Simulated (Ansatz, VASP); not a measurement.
One calculation of TaN, two programs

```
CELL_PARAMETERS angstrom
3.04800 -0.04572 -0.04572
-1.56360 2.66251 -0.01673
-0.07377 -0.07377 4.91800
ATOMIC_POSITIONS crystal
Ta 0.00000 0.00000 0.00000
Ta 0.00000 0.00000 0.50000
N 0.33333 0.66667 0.25000
N 0.66667 0.33333 0.75000
```

Change from the starting cell: equal xy, yz and zx shear strains of -3 %.

Alike in both runs: task single point; functional PBE; k mesh 9 × 9 × 5; occupations fermi-dirac, width 0.01 eV; no spin polarisation.

|  | VASP | Ansatz |
| --- | --- | --- |
| version | VASP 6.6.1 | Ansatz 0.2.0 |
| potentials or method | VASP PAW PBE potentials, release 64 (Ta_pv, N), cutoff 520 eV | all-electron LAPW, scalar-relativistic |

```tsv
	VASP	Ansatz	Ansatz less VASP
pressure (GPa)	62.2	60.3	-1.95
traceless stress, the component that is largest in VASP (GPa)	57.28	56.63	-0.652
rms of the force components (eV/Å)	0.288	0.281	-0.0069
```

Atom by atom the forces differ by 0.007 eV/Å (rms over components). Both programs put the cell under a high pressure, so it lies far from rest at this level. Ansatz ran all-electron here, and VASP with PAW potentials.

Neither program's run includes spin-orbit coupling. Noted on VASP's run: the cell as given lies far from equilibrium.
